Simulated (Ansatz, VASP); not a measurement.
One calculation of Cu, two programs

POSCAR

```
Cu
1.0
    2.4289240002      0.0000000000      0.0000000000
   -1.2144620001      2.1035098881      0.0000000000
    0.0000000000      0.0000000000     25.3193029404
Cu
6
Direct
    0.0000000000      0.0000000000      0.3734320076
    0.6666666667      0.3333333333      0.2894029604
    0.3333333333      0.6666666667      0.4577928645
    0.0000000000      0.0000000000      0.6265679924
    0.6666666667      0.3333333333      0.5422071355
    0.3333333333      0.6666666667      0.7105970396
```

The input INCAR.step1:

```
SYSTEM = Cu
  PREC = Accurate
  ENCUT = 520
  ISMEAR = 0
  SIGMA = 0.15
  LREAL = .FALSE.
  LASPH = .TRUE.
  NELM = 80
  NBANDS = 42
  GGA = PE
  ALGO = Normal
  EDIFF = 1E-4
  LWAVE = .TRUE.
  LCHARG = .FALSE.
```

The input INCAR.step2:

```
SYSTEM = Cu
  PREC = Accurate
  ENCUT = 520
  EDIFF = 1E-6
  ISMEAR = 0
  SIGMA = 0.15
  LREAL = .FALSE.
  LASPH = .TRUE.
  NELM = 80
  ALGO = Normal
  ISIF = 2
  LWAVE = .FALSE.
  LCHARG = .TRUE.
  METAGGA = R2SCAN
  LMIXTAU = .TRUE.
  LELF = .TRUE.
  LVHAR = .TRUE.
  NBANDS = 42
  ISTART = 1
```

Contents of KPOINTS:

```
Automatic mesh
0
G
  24 24 2
  0 0 0
```

Input for Ansatz:

```yaml
crystal:
  lattice:
    - [2.4289240002, 0.0, 0.0]
    - [-1.2144620001, 2.1035098881, 0.0]
    - [0.0, 0.0, 25.3193029404]
  atoms:
    - { symbol: Cu, position: [0.0, 0.0, 0.3734320076] }
    - { symbol: Cu, position: [0.6666666667, 0.3333333333, 0.2894029604] }
    - { symbol: Cu, position: [0.3333333333, 0.6666666667, 0.4577928645] }
    - { symbol: Cu, position: [0.0, 0.0, 0.6265679924] }
    - { symbol: Cu, position: [0.6666666667, 0.3333333333, 0.5422071355] }
    - { symbol: Cu, position: [0.3333333333, 0.6666666667, 0.7105970396] }
basis:
  ecutwfc: 500
kpoints:
  mp_grid: { grid: [24, 24, 2] }
hamiltonian:
  xc: r2scan
scf:
  occupations: { method: gaussian, width: 0.15 }
output:
  forces: true
  stress: true
  eigenvalues: true
```

Change from the starting cell: strain -0.030 along x and y, +0.030 along z, atoms carried along.

Alike in both runs: task single point; functional r2SCAN; k mesh 24 × 24 × 2; occupations gaussian, width 0.15 eV; no spin polarisation.

```csv
,VASP,Ansatz
version,VASP 6.6.1,Ansatz 0.2.0
potentials or method,"VASP PAW PBE potentials, release 64 (Cu), cutoff 520 eV","scalar-relativistic, plane waves, PAW"
valence electrons in the cell,66,114
```

VASP gave:

- gap on the k mesh at the Fermi level (eV): none
- rms of the force components (eV/Å): 0.015

Task: Estimate Ansatz's values.

Result: gap on the k mesh at the Fermi level (eV): none; rms of the force components (eV/Å): 0.022.

VASP's potentials were made for PBE, not for r2SCAN. Atom by atom the forces differ by 0.009 eV/Å (rms over components). A gap of «none» marks a metal or a gap that the smearing closes. VASP's potentials hold 66 valence electrons a cell and Ansatz's 114, so a difference there can come from the potentials and not from the codes.
